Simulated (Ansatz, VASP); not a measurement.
**Ta2NbO4: VASP beside Ansatz**

```
Ta Nb O
1.0
     5.13305    0.00000    0.00000
     0.00000    3.72073    2.93926
     0.00000   -3.72073    2.93926
Ta Nb O
2 1 4
Direct
  0.50000 0.49720 0.13646
  0.50000 0.13646 0.49720
  0.00000 0.52132 0.52132
  0.74691 0.38587 0.78751
  0.25309 0.78751 0.38587
  0.74691 0.78751 0.38587
  0.25309 0.38587 0.78751
```

Alike in both runs: functional PBE; k mesh 6 × 8 × 8; occupations gaussian, width 0.1 eV; no spin polarisation.

Ansatz relaxed the structure, and its values are those at the end. VASP's run is a single point on that final structure, the one shown.

|  | VASP | Ansatz |
| --- | --- | --- |
| version | VASP 6.6.1 | Ansatz 0.2.0 |
| potentials or method | VASP PAW PBE potentials, release 64 (Ta_pv, Nb_sv, O), cutoff 520 eV | scalar-relativistic, plane waves, PAW |
| valence electrons in the cell | 59 | 63 |

Ansatz gave:

| Item | Value |
| --- | --- |
| gap on the k mesh at the Fermi level (eV) | none |
| pressure (GPa) | 0.0 |
| rms of the force components (eV/Å) | 0.001 |

**Question.** Estimate VASP's values.

**Answer.** gap on the k mesh at the Fermi level (eV): none; pressure (GPa): 0.2; rms of the force components (eV/Å): 0.039.

A gap of «none» marks a metal or a gap that the smearing closes. VASP's potentials hold 59 valence electrons a cell and Ansatz's 63, so a difference there can come from the potentials and not from the codes.

Neither program's run includes spin-orbit coupling.
